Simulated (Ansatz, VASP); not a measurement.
**Two plane-wave programs on MoN2**

INCAR

```
ALGO = Fast ; EDIFF = 1E-6
ENCUT = 520 ; GGA = PE
ISIF = 2 ; ISMEAR = 0
LASPH = True ; LCHARG = False
LREAL = False ; LWAVE = False
NBANDS = 33 ; NELM = 80
PREC = Accurate ; SIGMA = 0.15
```

Contents of KPOINTS:

```
k-points
0
Gamma
  12 12 18
```

File POSCAR:

```
MoN2
1.0
    4.3330619473      0.0000000000      0.0000000000
    0.0000000000      4.3330619473      0.0000000000
    0.0000000000      0.0000000000      2.7518917152
Mo N
2 4
Direct
    0.5000000000      0.5000000000      0.0000000000
    0.0000000000      0.0000000000      0.0000000000
    0.8879039728      0.3879039728      0.6135582473
    0.1120960272      0.6120960272      0.6135582473
    0.3879039728      0.1120960272      0.6135582473
    0.6120960272      0.8879039728      0.6135582473
```

Input for Ansatz:

```yaml
crystal:
  lattice:
    - [4.3330619473, 0.0, 0.0]
    - [0.0, 4.3330619473, 0.0]
    - [0.0, 0.0, 2.7518917152]
  atoms:
    - { symbol: Mo, position: [0.5, 0.5, 0.0] }
    - { symbol: Mo, position: [0.0, 0.0, 0.0] }
    - { symbol: "N", position: [0.8879039728, 0.3879039728, 0.6135582473] }
    - { symbol: "N", position: [0.1120960272, 0.6120960272, 0.6135582473] }
    - { symbol: "N", position: [0.3879039728, 0.1120960272, 0.6135582473] }
    - { symbol: "N", position: [0.6120960272, 0.8879039728, 0.6135582473] }
basis:
  ecutwfc: 420
kpoints:
  mp_grid: { grid: [12, 12, 18] }
hamiltonian:
  xc: pbe
scf:
  occupations: { method: gaussian, width: 0.15 }
output:
  forces: true
  stress: true
  eigenvalues: true
```

Change from the starting cell: all N atoms moved +0.312 Å, as atom 3 along Cartesian [0 0 1].

Alike in both runs: task single point; functional PBE; k mesh 12 × 12 × 18; occupations gaussian, width 0.15 eV; no spin polarisation.

```csv
,VASP,Ansatz
version,VASP 6.6.1,Ansatz 0.2.0
potentials or method,"VASP PAW PBE potentials, release 64 (Mo_sv, N), cutoff 520 eV","scalar-relativistic, plane waves, PAW"
valence electrons in the cell,48,48
```

```csv
,VASP,Ansatz,Ansatz less VASP
gap on the k mesh at the Fermi level (eV),none,none,-
pressure (GPa),16.2,15.6,-0.59
"traceless stress, the component that is largest in VASP (GPa)",0.86,1.13,+0.273
rms of the force components (eV/Å),1.058,1.056,-0.0013
```

Atom by atom the forces differ by 0.037 eV/Å (rms over components). A gap of «none» marks a metal or a gap that the smearing closes.
